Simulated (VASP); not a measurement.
# In (I4/mmm) in VASP: notebook, part 2 of 2

VASP 6.6.1. Earlier steps stand in the parts before.

### Step 4. Single point, LDA (23.57 Å³/atom)

This run uses another cell than the first one, of 23.57 Å³/atom.

INCAR reads:

```
SYSTEM = In
PREC = Accurate
ENCUT = 520
EDIFF = 1E-7
ISMEAR = 0
SIGMA = 0.15
LREAL = .False.
LASPH = .True.
NELM = 80
ALGO = Fast
ISIF = 2
LWAVE = .False.
LCHARG = .False.
GGA = CA
NBANDS = 12
```

KPOINTS reads:

```
Automatic mesh
0
Gamma
  22 22 22
  0 0 0
```

POSCAR reads:

```
In
1.0
   -1.6177040345      1.6177040345      2.2518440160
    1.6177040345     -1.6177040345      2.2518440160
    1.6177040345      1.6177040345     -2.2518440160
In
1
Direct
    0.0000000000      0.0000000000      0.0000000000
```

Potentials or basis: VASP PAW LDA potentials, release 64 (In_d).

Launch:

```bash
> cat potpaw_LDA.64/In_d/POTCAR > POTCAR
> mpirun -np 1 vasp_std > vasp.out
```

OUTCAR:

```text
SYSTEM = In
   PREC = Accurate
   ENCUT = 520
   EDIFF = 1E-7
   ISMEAR = 0
   LREAL = .False.
   LASPH = .True.
   NELM = 80
   ISIF = 2
   GGA = CA

 ion  position               nearest neighbor table
   1  0.000  0.000  0.000-

  LATTYP: Found a body centered tetragonal cell.
 ALAT       =     3.2354080690
 C/A-ratio  =     1.3920000000

  Lattice vectors:

 A1 = (  -1.6177040345,   1.6177040345,   2.2518440160)
 A2 = (   1.6177040345,  -1.6177040345,   2.2518440160)
 A3 = (   1.6177040345,   1.6177040345,  -2.2518440160)

Analysis of symmetry for initial positions (statically):
=====================================================================
 Subroutine PRICEL returns:
 Original cell was already a primitive cell.

 Routine SETGRP: Setting up the symmetry group for a
 body centered tetragonal supercell.

 Subroutine GETGRP returns: Found 16 space group operations
 (whereof 16 operations were pure point group operations)
 out of a pool of 16 trial point group operations.

The static configuration has the point symmetry D_4h.

Analysis of symmetry for dynamics (positions and initial velocities):
=====================================================================
 Subroutine PRICEL returns:
 Original cell was already a primitive cell.

 Routine SETGRP: Setting up the symmetry group for a
 body centered tetragonal supercell.

 Subroutine GETGRP returns: Found 16 space group operations
 (whereof 16 operations were pure point group operations)
 out of a pool of 16 trial point group operations.

The dynamic configuration has the point symmetry D_4h.

 Subroutine INISYM returns: Found 16 space group operations
 (whereof 16 operations are pure point group operations),
 and found     1 'primitive' translations

----------------------------------------------------------------------------------------

                                     Primitive cell

  volume of cell :      23.5720

  direct lattice vectors                    reciprocal lattice vectors
[... 114 lines left out ...]
   LEPSILON=     F    determine dielectric tensor
   LRPA    =     F    only Hartree local field effects (RPA)
 non-spin polarized calculation
 RMM-DIIS sequential band-by-band and
 Gauss-broadening in eV      SIGMA  =   0.15
  energy-cutoff  :      520.00
  volume of cell :       23.57
 maximum number of plane-waves:       648
   NGX = 11   NGY = 11   NGZ = 11

 number of electron      12.9999993 magnetization

 Free energy of the ion-electron system (eV)
  ---------------------------------------------------
  ext. energy  EPLUGINS =         0.00000000
  ---------------------------------------------------
  free energy    TOTEN  =        -3.20980986 eV

  energy without entropy =       -3.20452869  energy(sigma->0) =       -3.20716927

 E-fermi :   8.5147     XC(G=0): -11.0332

 val. band max:        8.5008914082   @ k =  -0.2727   0.3182   0.2727
 cond. band min:       8.5171931231   @ k =   0.5000   0.3636   0.0455
 fundamental gap:      0.0163017149
 Fermi energy:         8.5147471843

 k-point     1 :       0.0000    0.0000    0.0000
  band No.  band energies     occupation
      1      -6.2228      2.00000
      2      -6.2228      2.00000
      3      -6.1951      2.00000
      4      -5.9959      2.00000
      5      -5.9682      2.00000
      6      -1.8517      2.00000
      7      19.8572      0.00000
      8      19.9016      0.00000
      9      19.9016      0.00000
     10      20.2931      0.00000
     11      23.4258      0.00000
     12      23.4339      0.00000
[... 331 lines left out ...]
 k-point    24 :      -0.4545    0.0455    0.0000
  band No.  band energies     occupation
      1      -6.3175      2.00000
      2      -6.2114      2.00000
      3      -6.1793      2.00000
      4      -5.8049      2.00000
      5      -5.7827      2.00000
      6       2.9360      2.00000
      7       6.0077      2.00000
      8      17.1388      0.00000
      9      17.3736      0.00000
     10      19.3353      0.00000
     11      22.2292      0.00000
     12      22.4518      0.00000

 [... further k-points ...]

------------------------ aborting loop because EDIFF is reached ----------------------------------------

  FORCE on cell =-STRESS in cart. coord.  units (eV):
  Direction    XX          YY          ZZ          XY          YZ          ZX
  --------------------------------------------------------------------------------------
  -------------------------------------------------------------------------------------
  Total        0.3771369      0.3771369      0.3427994      0.0000000      0.0000000     -0.0000000
  in kB       25.6338085     25.6338085     23.2999052      0.0000000      0.0000000     -0.0000000
  external PRESSURE =      24.8558407 kB  Pullay stress =       0.0000000 kB

 VOLUME and BASIS-vectors are now :
 -----------------------------------------------------------------------------
  energy-cutoff  :      520.00
  volume of cell :       23.57
      direct lattice vectors                 reciprocal lattice vectors
    -1.617704034  1.617704034  2.251844016     0.000000000  0.309080023  0.222040246
     1.617704034 -1.617704034  2.251844016     0.309080023  0.000000000  0.222040246
     1.617704034  1.617704034 -2.251844016     0.309080023  0.309080023  0.000000000

 POSITION                                       TOTAL-FORCE (eV/Angst)
 -----------------------------------------------------------------------------------
      0.00000      0.00000      0.00000        -0.000000      0.000000      0.000000
 -----------------------------------------------------------------------------------
    total drift:                                0.000000      0.000000     -0.000000

  FREE ENERGIE OF THE ION-ELECTRON SYSTEM (eV)
  ---------------------------------------------------
  free  energy   TOTEN  =        -3.2098098625 eV

  energy  without entropy=       -3.2045286875  energy(sigma->0) =       -3.20716927
```

stdout:

```text
POSCAR found type information on POSCAR In
 POSCAR found :  1 types and       1 ions
 scaLAPACK will be used
 LDA part: xc-table for (Slater(with rela. corr.)+CA(PZ))
 , standard interpolation
 POSCAR, INCAR and KPOINTS ok, starting setup
 FFT: planning ... GRIDC
 FFT: planning ... GRID_SOFT
 FFT: planning ... GRID
[... 14 lines left out ...]
WARNING in EDDRMM: call to ZHEGV failed, returncode =   6  3     10
WARNING in EDDRMM: call to ZHEGV failed, returncode =   6  3     10
WARNING in EDDRMM: call to ZHEGV failed, returncode =   8  4     10
WARNING in EDDRMM: call to ZHEGV failed, returncode =   8  4     11
WARNING in EDDRMM: call to ZHEGV failed, returncode =   8  4     11
WARNING in EDDRMM: call to ZHEGV failed, returncode =   6  3      9
WARNING in EDDRMM: call to ZHEGV failed, returncode =   6  3     11
WARNING in EDDRMM: call to ZHEGV failed, returncode =   8  4     11
WARNING in EDDRMM: call to ZHEGV failed, returncode =   8  4     12
WARNING in EDDRMM: call to ZHEGV failed, returncode =   8  4     11
```

It took 3.3 min on 1 thread of Intel Xeon Platinum 8375C at 2.90GHz (Ice Lake), shared host; peak memory 0.32 GiB.

Results:

- Free energy: -3.2098 eV
- Pressure: 2.5 GPa
- Band gap on the k mesh: zero (an odd number of electrons rules out a gap without spin polarisation)

Caveat: spin-orbit coupling is left out, which moves the levels of the heavy elements.

### Step 5. Single point, LDA (27.50 Å³/atom)

This run uses another cell than the first one, of 27.50 Å³/atom.

INCAR reads:

```
PREC = Accurate
ENCUT = 520
EDIFF = 1E-7
ISMEAR = 0
SIGMA = 0.15
LREAL = False
LASPH = True
NELM = 80
ALGO = Fast
ISIF = 2
LWAVE = False
LCHARG = False
GGA = CA
NBANDS = 12
```

KPOINTS reads:

```
regular mesh
0
Gamma
  22 22 22
```

POSCAR reads:

```
In
1.0
   -1.7030069480      1.7030069480      2.3705856716
    1.7030069480     -1.7030069480      2.3705856716
    1.7030069480      1.7030069480     -2.3705856716
In
1
Direct
    0.0000000000      0.0000000000      0.0000000000
```

Launch:

```bash
> cat potpaw_LDA.64/In_d/POTCAR > POTCAR
> mpirun -np 1 vasp_std > vasp.out
```

Wall time 2.4 min (1 thread of Intel Xeon 6975P-C (Granite Rapids), shared host); peak memory 0.35 GiB.

It converged, with:

```yaml
Free_energy: -3.1783 eV
Pressure: -4.1 GPa
Band_gap_on_the_k_mesh: zero (an odd number of electrons rules out a gap without spin polarisation)
```

Stress tensor (GPa, compression positive):
```
-4.02  0.00  0.00
 0.00 -4.02  0.00
 0.00  0.00 -4.32
```

Levels at points of the mesh, in eV from the Fermi level:
| k point | band 3 | band 4 | band 5 | band 6 | band 7 | band 8 | band 9 | band 10 |
| --- | --- | --- | --- | --- | --- | --- | --- | --- |
| (0.00, 0.00, 0.00) | -14.47 | -14.34 | -14.32 | -9.21 | 10.00 | 10.04 | 10.04 | 11.55 |
| (0.50, 0.00, 0.00) | -14.46 | -14.19 | -14.18 | -4.33 | -3.12 | 7.84 | 8.12 | 10.88 |
| (0.50, 0.50, 0.00) | -14.20 | -14.16 | -14.15 | -2.33 | -2.08 | 3.93 | 4.02 | 7.29 |
| (0.50, 0.50, 0.50) | -14.20 | -14.15 | -14.15 | -2.07 | -1.92 | 3.76 | 3.76 | 7.05 |

Caveat: the cell stands under tension; spin-orbit coupling is left out, which moves the levels of the heavy elements.

### Step 6. Overview

| cell | gap on the mesh (eV) | pressure (GPa) |
| --- | --- | --- |
| a = 3.165 Å, angles 119.5, 119.5, 90.9°, 1 atom | none | 5.5 |
| a = 3.186 Å, angles 120.8, 120.8, 88.6°, 1 atom | none | 5.4 |
| a = 3.210 Å, angles 119.5, 119.5, 90.9°, 1 atom | none | 2.5 |
| a = 3.379 Å, angles 119.5, 119.5, 90.9°, 1 atom | none | -4.1 |

Alike in all rows: task single point; level LDA; potentials or basis VASP PAW LDA potentials, release 64 (In_d); no spin polarisation; k mesh 22 × 22 × 22; cutoff (eV) 520; smearing gaussian 0.15 eV.

Caveats: spin-orbit coupling is left out, which moves the levels of the heavy elements; the cell stands under pressure (at least some runs); the cell stands under tension (at least some runs).

Total energies depend on the potentials used, so only differences within one code and one set of settings carry meaning.
